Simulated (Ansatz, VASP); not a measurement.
## Two plane-wave programs on BP4

```
B P
1.0
     3.17160    0.00000    0.00000
    -1.58580    2.74669    0.00000
     0.00000    0.00000   11.03208
B P
1 4
Direct
  0.66667 0.33333 0.50000
  0.33333 0.66667 0.14127
  0.33333 0.66667 0.85873
  0.00000 0.00000 0.50000
  0.66667 0.33333 0.00000
```

Alike in both runs: task relaxation of cell and atoms; functional PBE; k mesh 12 × 12 × 4; occupations gaussian, width 0.1 eV; no spin polarisation.

|  | VASP | Ansatz |
| --- | --- | --- |
| version | VASP 6.6.1 | Ansatz 0.2.0 |
| potentials or method | VASP PAW PBE potentials, release 64 (B, P), cutoff 600 eV | scalar-relativistic, plane waves, PAW |
| valence electrons in the cell | 23 | 23 |

VASP gave:

```
gap on the k mesh at the Fermi level, each at its own relaxed structure (eV) : none
relaxed volume (Å³/atom)                                                     : 19.18
relaxed cell length with the largest relative difference (Å)                 : 3.169
```

**Question.** Estimate Ansatz's values.

**Answer.** gap on the k mesh at the Fermi level, each at its own relaxed structure (eV): none; relaxed volume (Å³/atom): 19.22; relaxed cell length with the largest relative difference (Å): 3.172.

A gap of «none» marks a metal or a gap that the smearing closes.
